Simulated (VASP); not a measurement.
BiSbTe2S, 5 atoms in the cell. Symmetry: P4/mmm, No. 123, tetragonal system. Conventional cell: a = 5.942 Å, b = 5.942 Å, c = 5.022 Å, α = 90.00°, β = 90.00°, γ = 90.00°. Within 5.1 Å of Sb (site symmetry 4/mmm) lie 8 Te at 3.89 Å and 4 S at 4.20 Å and 8 Bi at 4.89 Å and 2 Sb at 5.02 Å. Within 3.3 Å of Bi (site symmetry 4/mmm) lie 2 S at 2.51 Å and 4 Te at 2.97 Å. Within 3.9 Å of Te (site symmetry mmm) lie 2 Bi at 2.97 Å and 4 Sb at 3.89 Å and 4 S at 3.89 Å. S (site symmetry 4/mmm) has 2 Bi at 2.51 Å within 3.3 Å. The cell was built from a structure type or drawn by symmetry, and may not be a known phase.

- Program: VASP 6.6.1
- Task: single point
- Functional: PBE
- Potentials or basis: VASP PAW PBE potentials, release 64 (Sb, Bi_d, Te, S)
- Cutoff: 520 eV
- k mesh: 8 × 8 × 8
- Occupations: gaussian, width 0.1 eV
- Spin: no spin polarisation
- Dipole correction: no
- Further INCAR settings: ALGO = Normal; EDIFF = 1e-06; NBANDS = 27

Potentials or basis: VASP PAW PBE potentials, release 64 (Sb, Bi_d, Te, S).

Run with:

```console
$ cat potpaw_PBE.64/Sb/POTCAR potpaw_PBE.64/Bi_d/POTCAR potpaw_PBE.64/Te/POTCAR potpaw_PBE.64/S/POTCAR > POTCAR
$ mpirun -np 1 vasp_std > vasp.out
```

Hardware: 1 thread of AMD EPYC 7R13 (shared host).

Question: Estimate the wall time of this run.

Answer: Run time: 8.1 min on 1 thread of AMD EPYC 7R13, with other jobs on the host, peak memory 0.54 GiB. Counts: scf iterations 14, k points 75.
